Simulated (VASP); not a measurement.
A run of VASP 6.6.1 is set up as follows.

Contents of INCAR:

```
SYSTEM = Si20H10S
ALGO = Normal ; EDIFF = 1E-6
ENCUT = 400 ; GGA = PS
GGA_COMPAT = .False. ; ISIF = 2
ISMEAR = -1 ; LASPH = .True.
LCHARG = .False. ; LREAL = Auto
LWAVE = .False. ; NBANDS = 69
NELM = 120 ; NELMDL = -8
PREC = Accurate ; SIGMA = 0.05
```

The input KPOINTS:

```
k-points
0
Gamma
  1 1 1
  0 0 0
```

File POSCAR:

```
Si20H10S
1.0
    7.6791800000      0.0000000000      0.0000000000
    0.0000000000      7.6791800000      0.0000000000
    0.0000000000      0.0000000000     18.2555000000
H Si S
10 20 1
Direct
    0.4093926695      0.0000000000      0.0547780121
    0.0906086327      0.0000000000      0.0547780121
    0.9093939718      0.0000000000      0.0547780121
    0.5906099349      0.0000000000      0.0547780121
    0.4093926695      0.5000013022      0.0547780121
    0.0906086327      0.5000013022      0.0547780121
    0.9093939718      0.5000013022      0.0547780121
    0.5906099349      0.5000013022      0.0547780121
    0.2202578921     -0.1639237523      0.5283722714
    0.4415836066     -0.0867149878      0.4773848977
    0.2500006511      0.0000000000      0.1021883816
    0.7500019533      0.0000000000      0.1021883816
    0.2500006511      0.5000013022      0.1021883816
    0.7500019533      0.5000013022      0.1021883816
    0.2403251389      0.2591422522      0.1783462518
    0.7496633755      0.2594417633      0.1683054422
    0.2730890538      0.7528147537      0.1644052477
    0.7517859980      0.7357947072      0.1822793131
   -0.0094541344      0.2755632763      0.2356111857
    0.5145210817      0.2921405671      0.2458875407
    0.0245078251      0.7793410234      0.2437511983
    0.5123203259      0.7411468412      0.2580099148
    0.0031904448      0.0305501369      0.3099832927
    0.4700371654      0.0053521340      0.3216017091
   -0.0152099573      0.5117864147      0.3159979184
    0.4173232038      0.5353957063      0.3294404426
    0.2617206525      0.1927158889      0.3143929227
    0.7415635524      0.1465260614      0.3388732163
    0.1970783339      0.4094187140      0.4009147928
    0.6975614584      0.4648412982      0.3379255567
    0.3055534575     -0.0016408002      0.5081865739
```

Potentials or basis: VASP PAW PBE potentials, release 64 (H, Si, S).

Command:

```bash
$ cat potpaw_PBE.64/H/POTCAR potpaw_PBE.64/Si/POTCAR potpaw_PBE.64/S/POTCAR > POTCAR
$ mpirun -np 1 vasp_gam > vasp.out
```

(1) What does it give for the band gap on the k mesh?

(2) Predict the largest force.

## Answers

(1) 0.72 eV.

(2) 2.328 eV/Å.

Caveat: the k points lie up to 0.82 Å⁻¹ apart; the PAW data sets were made with another functional, which shifts forces and pressure a little.
